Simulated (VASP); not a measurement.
RbCl (rocksalt type): single point with PBE

Crystal: RbCl (rocksalt type).

```
Rb Cl
1.0
     0.00000    3.10890    3.10890
     3.10890    0.00000    3.10890
     3.10890    3.10890    0.00000
Rb Cl
1 1
Cartesian
  0.0000 0.0000 0.0000
  3.1089 3.1089 3.1089
```

```yaml
Program: VASP 6.6.1
Task: single point
Functional: PBE
Potentials_or_basis: VASP PAW PBE potentials, release 64 (Rb_sv, Cl)
Cutoff: 500 eV
k_mesh: 13 × 13 × 13
Occupations: fermi-dirac, width 0.1 eV
Spin: no spin polarisation
```

| Property | Result |
| --- | --- |
| Pressure | 5.6 GPa |
| Band gap on the k mesh | 5.59 eV |

Levels at points of the mesh, in eV from the valence-band top:
```
           k point  band 4  band 5  band 6  band 7  band 8  band 9  band 10  band 11  band 12  band 13
(0.00, 0.00, 0.00)   -7.61   -7.61    0.00    0.00    0.00    5.59     8.04     8.04     8.04     9.15
```

Run time: 42 s on 1 thread of Intel(R) Xeon(R) Platinum 8488C (Sapphire Rapids), with other jobs on the host, peak memory 0.21 GiB.

Caveat: the cell stands under pressure; an odd mesh through Γ misses points on the zone boundary, where band edges can lie.
